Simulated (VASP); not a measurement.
Write the native input for VASP 6.6.1 that does the following.

* Task: relaxation of cell and atoms
* Functional: PBEsol
* Potentials or basis: VASP PAW PBE potentials, release 64 (Ru_pv, Al)
* Cutoff: 600 eV
* k mesh: 9 × 9 × 9
* Occupations: fermi-dirac, width 0.05 eV
* Spin: no spin polarisation
* Target pressure: 2 GPa
* Dipole correction: no
* Further INCAR settings: ALGO = Fast; EDIFF = 1e-06; IBRION = 2; EDIFFG = -0.01; NSW = 60; ISIF = 3

The structure of AlRu lies in POSCAR:

```
AlRu
1.0
    2.9916000000      0.0000000000      0.0000000000
    0.0000000000      2.9916000000      0.0000000000
    0.0000000000      0.0000000000      2.9916000000
Ru Al
1 1
Direct
    0.5000000000      0.5000000000      0.5000000000
    0.0000000000      0.0000000000      0.0000000000
```

These files were run (other wordings do the same):

INCAR

```
PREC     = Accurate       # precision mode
ENCUT    = 600            # plane-wave cutoff, eV
EDIFF    = 1E-6           # SCF threshold, eV
ISMEAR   = -1             # smearing method
SIGMA    = 0.05           # smearing width, eV
LREAL    = False          # projectors in reciprocal space
LASPH    = True           # aspherical terms in the spheres
NELM     = 100            # most SCF steps
ALGO     = Fast           # electronic algorithm
ISIF     = 3              # what is computed and relaxed
LWAVE    = False          # write WAVECAR
LCHARG   = False          # write CHGCAR
GGA      = PS             # functional
IBRION   = 2              # ionic algorithm
NSW      = 60             # ionic steps
EDIFFG   = -0.01          # ionic threshold
PSTRESS  = 20.0
```

KPOINTS

```
Automatic mesh
0
Gamma
  9 9 9
```

Potentials or basis: VASP PAW PBE potentials, release 64 (Ru_pv, Al).

Run with:

```bash
$ cat potpaw_PBE.64/Ru_pv/POTCAR potpaw_PBE.64/Al/POTCAR > POTCAR
$ mpirun -np 1 vasp_std > vasp.out
```

Results of the run:

```json
{
  "Relaxed volume": "13.06 Å³/atom",
  "Relaxed cell": "a = 2.967 Å, b = 2.967 Å, c = 2.967 Å, α = 90.00°, β = 90.00°, γ = 90.00°",
  "Space group after relaxing (to 0.05 Å)": "Pm-3m (No. 221)",
  "Energy change on relaxing (the enthalpy is what falls)": "-1.4 meV/atom",
  "Ionic steps": "4",
  "Pressure after relaxing": "2.0 GPa"
}
```

Caveat: the cell is relaxed towards a set pressure, so the enthalpy falls and the energy may rise; the PAW data sets were made with another functional, which shifts forces and pressure a little.

It took 15 s on 1 thread of Intel(R) Xeon(R) Platinum 8488C (Sapphire Rapids) (shared host), peak memory 0.15 GiB.
